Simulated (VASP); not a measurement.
# CuRu2 (P-3m1) in VASP: single point with PBE

Aim: the single point of CuRu2 with PBE.

Program: VASP 6.6.1. These are calculated values, not measurements. Logs are shortened: lines on timing, memory, paths and dates and some standing lists are left out, and cuts for length are marked.

### 1 The cell of the first run

It takes space group P-3m1 (No. 164, trigonal). Conventional cell: a = 3.387 Å, b = 3.387 Å, c = 4.460 Å, α = 90.00°, β = 90.00°, γ = 120.00°. Within 3.6 Å of Cu (site symmetry -3m) lie 12 Ru at 2.75 to 3.20 Å and 6 Cu at 3.39 Å. Ru (site symmetry 3m) has 3 Ru at 2.05 Å within 2.7 Å.

### 2 Single point, PBE

Contents of INCAR:

```
PREC = Accurate
ENCUT = 520
EDIFF = 1E-7
ISMEAR = 0
SIGMA = 0.1
LREAL = F
LASPH = T
NELM = 80
ALGO = Fast
ISIF = 2
LWAVE = F
LCHARG = F
GGA = PE
NBANDS = 26
```

Contents of KPOINTS:

```
Automatic mesh
0
Gamma
  6 6 4
```

Contents of POSCAR:

```
CuRu2
1.0
    3.3866756900      0.0000000000      0.0000000000
   -1.6933378500      2.9329471800      0.0000000000
    0.0000000000      0.0000000000      4.4603363700
Cu Ru
1 2
Direct
    0.0000000000      0.0000000000      0.0000000000
    0.3333333300      0.6666666700      0.4320000100
    0.6666666700      0.3333333300      0.5679999900
```

Potentials or basis: VASP PAW PBE potentials, release 64 (Cu, Ru_pv).

Command:

```bash
> cat potpaw_PBE.64/Cu/POTCAR potpaw_PBE.64/Ru_pv/POTCAR > POTCAR
> mpirun -np 1 vasp_std > vasp.out
```

OUTCAR:

```text
PREC = Accurate
   ENCUT = 520
   EDIFF = 1E-7
   ISMEAR = 0
   LREAL = F
   LASPH = T
   NELM = 80
   ISIF = 2
   GGA = PE

 ion  position               nearest neighbor table
   1  0.000  0.000  0.000-   2 2.75   3 2.75   3 2.75   2 2.75   3 2.75   2 2.75
   2  0.333  0.667  0.432-   3 2.05   3 2.05   3 2.05   1 2.75   1 2.75   1 2.75
   3  0.667  0.333  0.568-   2 2.05   2 2.05   2 2.05   1 2.75   1 2.75   1 2.75

  LATTYP: Found a hexagonal cell.
 ALAT       =     3.3866756900
 C/A-ratio  =     1.3170249467

  Lattice vectors:

 A1 = (   3.3866756900,   0.0000000000,   0.0000000000)
 A2 = (  -1.6933378500,   2.9329471800,   0.0000000000)
 A3 = (   0.0000000000,   0.0000000000,   4.4603363700)

Analysis of symmetry for initial positions (statically):
=====================================================================
 Subroutine PRICEL returns:
 Original cell was already a primitive cell.

 Routine SETGRP: Setting up the symmetry group for a
 hexagonal supercell.

 Subroutine GETGRP returns: Found 12 space group operations
 (whereof 12 operations were pure point group operations)
 out of a pool of 24 trial point group operations.

The static configuration has the point symmetry D_3d.

Analysis of symmetry for dynamics (positions and initial velocities):
=====================================================================
 Subroutine PRICEL returns:
 Original cell was already a primitive cell.

 Routine SETGRP: Setting up the symmetry group for a
 hexagonal supercell.

 Subroutine GETGRP returns: Found 12 space group operations
 (whereof 12 operations were pure point group operations)
 out of a pool of 24 trial point group operations.

The dynamic configuration has the point symmetry D_3d.

 Subroutine INISYM returns: Found 12 space group operations
 (whereof 12 operations are pure point group operations),
 and found     1 'primitive' translations

----------------------------------------------------------------------------------------

                                     Primitive cell

  volume of cell :      44.3043

  direct lattice vectors                    reciprocal lattice vectors
     3.386675690  0.000000000  0.000000000     0.295274804  0.170476988  0.000000000
    -1.693337850  2.932947180  0.000000000     0.000000000  0.340953975  0.000000000
     0.000000000  0.000000000  4.460336370     0.000000000  0.000000000  0.224198338

  length of vectors
     3.386675690  3.386675691  4.460336370     0.340953975  0.340953975  0.224198338

  position of ions in fractional coordinates (direct lattice)
     0.000000000  0.000000000  0.000000000
     0.333333330  0.666666670  0.432000010
     0.666666670  0.333333330  0.567999990

  ion indices of the primitive-cell ions
   primitive index   ion index
                 1           1
                 2           2
                 3           3

----------------------------------------------------------------------------------------

 KPOINTS: Automatic mesh

Automatic generation of k-mesh.
 Grid dimensions read from file:
 generate k-points for:    6    6    4

 Generating k-lattice:

  Cartesian coordinates                     Fractional coordinates (reciprocal lattice)
     0.049212467  0.028412831  0.000000000     0.166666667  0.000000000  0.000000000
     0.000000000  0.056825663  0.000000000     0.000000000  0.166666667  0.000000000
     0.000000000  0.000000000  0.056049584     0.000000000  0.000000000  0.250000000

  Length of vectors
     0.056825663  0.056825663  0.056049584

  Shift w.r.t. Gamma in fractional coordinates (k-lattice)
     0.000000000  0.000000000  0.000000000

 Subroutine IBZKPT returns following result:
 ===========================================

 Found     24 irreducible k-points:

 Following reciprocal coordinates:
            Coordinates               Weight
  0.000000  0.000000  0.000000      1.000000
  0.166667 -0.000000  0.000000      6.000000
  0.333333 -0.000000  0.000000      6.000000
  0.500000  0.000000  0.000000      3.000000
  0.166667  0.166667  0.000000      6.000000
  0.333333  0.166667  0.000000     12.000000
[... 16 lines left out ...]
  0.333333  0.166667  0.500000     12.000000
  0.333333  0.333333  0.500000      2.000000
   k-points           NKPTS =     24   k-points in BZ     NKDIM =     24   number of bands    NBANDS=     26
   number of dos      NEDOS =    301   number of ions     NIONS =      3
   total plane-waves  NPLWV =  28224
   dimension x,y,z NGX =    28 NGY =   28 NGZ =   36
   dimension x,y,z NGXF=    56 NGYF=   56 NGZF=   72
   ions per type =               1   2
   NGX,Y,Z   is equivalent  to a cutoff of  13.74, 13.74, 13.42 a.u.
   NGXF,Y,Z  is equivalent  to a cutoff of  27.49, 27.49, 26.84 a.u.
 SYSTEM =  unknown system
   PREC   = accura    normal or accurate (medium, high low for compatibility)
   ISTART =      0    job   : 0-new  1-cont  2-samecut
   ICHARG =      2    charge: 1-file 2-atom 10-const
   ISPIN  =      1    spin polarized calculation?
   LNONCOLLINEAR =      F non collinear calculations
   LSORBIT =      F    spin-orbit coupling
   LASPH  =      T    aspherical Exc in radial PAW
   ENCUT  =  520.0 eV  38.22 Ry    6.18 a.u.   6.30  6.30  8.29*2*pi/ulx,y,z
   NELM   =     80;   NELMIN=  2; NELMDL= -5     # of ELM steps
   EDIFF  = 0.1E-06   stopping-criterion for ELM
   LREAL  =      F    real-space projection
   EDIFFG = 0.1E-05   stopping-criterion for IOM
   NSW    =      0    number of steps for IOM
   IBRION =     -1    ionic relax: 0-MD 1-quasi-New 2-CG
   NFREE  =      0    steps in history (QN), initial steepest desc. (CG)
   ISIF   =      2    stress and relaxation
   ISYM   =      2    0-nonsym 1-usesym 2-fastsym
   POTIM  = 0.5000    time-step for ionic-motion
   TEBEG  =    0.0;   TEEND  =   0.0 temperature during run
   PSTRESS=    0.0 pullay stress
   NELECT =      39.0000    total number of electrons
   NUPDOWN=      -1.0000    fix difference up-down
   EMIN   =  10.00;   EMAX   =-10.00  energy-range for DOS
   EFERMI =   0.00;   METHOD = LEGACY
   ISMEAR =     0;   SIGMA  =   0.10  broadening in eV -4-tet -1-fermi 0-gaus
   EFERMI_NEDOS =   21; number of points for ismear=-14 and -15
   IALGO  =     68    algorithm
   IMIX   =      4    mixing-type and parameters
     AMIX     =   0.40;   BMIX     =  1.00
     AMIX_MAG =   1.60;   BMIX_MAG =  1.00
  volume/ion in A,a.u.               =      14.77        99.66
  Fermi-wavevector in a.u.,A,eV,Ry     =   1.568970  2.964923 33.492996  2.461666
  Thomas-Fermi vector in A             =   2.670922
   LORBIT       =      0    0 simple, 1 ext, 2 COOP (PROOUT), +10 PAW based schemes
   GGA     = PE    functional components
   LHFCALC =     F    Hartree Fock is set to
   AEXX    =    0.0000 exact exchange contribution
   IVDW    =     0    specifies the selected vdW correction
   LEPSILON=     F    determine dielectric tensor
   LRPA    =     F    only Hartree local field effects (RPA)
 non-spin polarized calculation
 RMM-DIIS sequential band-by-band and
 Gauss-broadening in eV      SIGMA  =   0.10
  energy-cutoff  :      520.00
  volume of cell :       44.30
 maximum number of plane-waves:      1205
 NGX is ok and might be reduce to    28
   NGX = 13   NGY = 13   NGZ = 17

 number of electron      39.0000003 magnetization

 Free energy of the ion-electron system (eV)
  ---------------------------------------------------
  ext. energy  EPLUGINS =         0.00000000
  ---------------------------------------------------
  free energy    TOTEN  =       -15.39953499 eV

  energy without entropy =      -15.37705420  energy(sigma->0) =      -15.38829460

 E-fermi :   9.4773     XC(G=0): -12.5999

 val. band max:        9.4726871744   @ k =   0.1667  -0.0000   0.5000
 cond. band min:       9.4858955615   @ k =   0.5000   0.0000   0.2500
 fundamental gap:      0.0132083872
 Fermi energy:         9.4772798089

 k-point     1 :       0.0000    0.0000    0.0000
  band No.  band energies     occupation
      1     -35.5101      2.00000
      2     -35.5101      2.00000
      3     -33.6487      2.00000
      4     -33.3198      2.00000
      5     -32.4880      2.00000
      6     -32.4880      2.00000
[... 18 lines left out ...]
     25      21.3864      0.00000
     26      21.4221      0.00000

 k-point     2 :       0.1667   -0.0000    0.0000
  band No.  band energies     occupation
      1     -35.5950      2.00000
      2     -35.4622      2.00000
      3     -33.5475      2.00000
      4     -33.5132      2.00000
      5     -32.4263      2.00000
      6     -32.3815      2.00000
[... 18 lines left out ...]
     25      18.3054      0.00000
     26      19.4631      0.00000

 k-point     3 :       0.3333   -0.0000    0.0000
  band No.  band energies     occupation
      1     -35.7502      2.00000
      2     -35.3287      2.00000
      3     -33.9196      2.00000
      4     -33.2776      2.00000
      5     -32.3864      2.00000
      6     -32.1831      2.00000
[... 18 lines left out ...]
     25      16.0662      0.00000
     26      17.0201      0.00000

 k-point     4 :       0.5000    0.0000    0.0000
  band No.  band energies     occupation
      1     -35.8217      2.00000
      2     -35.2293      2.00000
      3     -34.1283      2.00000
      4     -33.1349      2.00000
      5     -32.4003      2.00000
      6     -32.0900      2.00000
[... 18 lines left out ...]
     25      15.9042      0.00000
     26      17.3013      0.00000
[... 496 lines left out ...]
      1     -35.7498      2.00000
      2     -35.3205      2.00000
      3     -33.8313      2.00000
      4     -33.3438      2.00000
      5     -32.4265      2.00000
      6     -32.1958      2.00000
[... 18 lines left out ...]
     25      17.3899      0.00000
     26      19.6110      0.00000

 k-point    23 :       0.3333    0.1667    0.5000
  band No.  band energies     occupation
      1     -35.9041      2.00000
      2     -35.0772      2.00000
      3     -34.2027      2.00000
      4     -33.0901      2.00000
      5     -32.5197      2.00000
      6     -32.0124      2.00000
[... 18 lines left out ...]
     25      15.8394      0.00000
     26      16.6422      0.00000

 k-point    24 :       0.3333    0.3333    0.5000
  band No.  band energies     occupation
      1     -36.0022      2.00000
      2     -34.6367      2.00000
      3     -34.6367      2.00000
      4     -32.7989      2.00000
      5     -32.7989      2.00000
      6     -31.9119      2.00000
[... 18 lines left out ...]
     25      14.9031      0.00000
     26      14.9086      0.00000

------------------------ aborting loop because EDIFF is reached ----------------------------------------

  FORCE on cell =-STRESS in cart. coord.  units (eV):
  Direction    XX          YY          ZZ          XY          YZ          ZX
  --------------------------------------------------------------------------------------
  -------------------------------------------------------------------------------------
  Total       26.7158314     26.7158313      5.1932157     -0.0000000      0.0000000      0.0000000
  in kB      966.1260945    966.1260932    187.8025482     -0.0000016      0.0000000      0.0000000
  external PRESSURE =     706.6849120 kB  Pullay stress =       0.0000000 kB

 VOLUME and BASIS-vectors are now :
 -----------------------------------------------------------------------------
  energy-cutoff  :      520.00
  volume of cell :       44.30
      direct lattice vectors                 reciprocal lattice vectors
     3.386675690  0.000000000  0.000000000     0.295274804  0.170476988  0.000000000
    -1.693337850  2.932947180  0.000000000     0.000000000  0.340953975  0.000000000
     0.000000000  0.000000000  4.460336370     0.000000000  0.000000000  0.224198338

 POSITION                                       TOTAL-FORCE (eV/Angst)
 -----------------------------------------------------------------------------------
      0.00000      0.00000      0.00000         0.000000      0.000000      0.000000
     -0.00000      1.95530      1.92687        -0.000000     -0.000000     -9.485457
      1.69334      0.97765      2.53347         0.000000      0.000000      9.485457
 -----------------------------------------------------------------------------------
    total drift:                               -0.000000     -0.000000      0.000000

  FREE ENERGIE OF THE ION-ELECTRON SYSTEM (eV)
  ---------------------------------------------------
  free  energy   TOTEN  =       -15.3995349881 eV

  energy  without entropy=      -15.3770542043  energy(sigma->0) =      -15.38829460
```

Run time: 97 s. Hardware: 1 thread of AMD EPYC 7R13, shared host; peak memory 0.15 GiB.

What came out:

- Free energy: -15.3995 eV
- Pressure: 70.7 GPa
- Largest force: 9.485 eV/Å

Forces on the atoms (eV/Å):
```
Cu   0.000  0.000  0.000
Ru   0.000  0.000 -9.485
Ru   0.000  0.000  9.485
```

Levels at points of the mesh, in eV from the Fermi level:
```tsv
k point	band 17	band 18	band 19	band 20	band 21	band 22	band 23	band 24
(0.00, 0.00, 0.00)	-2.03	-1.99	0.34	0.34	1.69	2.34	2.34	5.83
(0.50, 0.00, 0.00)	-1.93	-0.78	-0.25	-0.11	1.59	2.91	3.12	6.09
(0.00, 0.00, 0.50)	-2.17	-2.17	-1.43	0.89	0.89	2.24	2.24	11.59
(0.50, 0.00, 0.50)	-0.82	-0.72	-0.28	0.13	0.34	2.57	3.00	3.60
```

Caveat: forces of over 1 eV/Å act on the atoms, so gaps and moduli don't describe the material at rest.
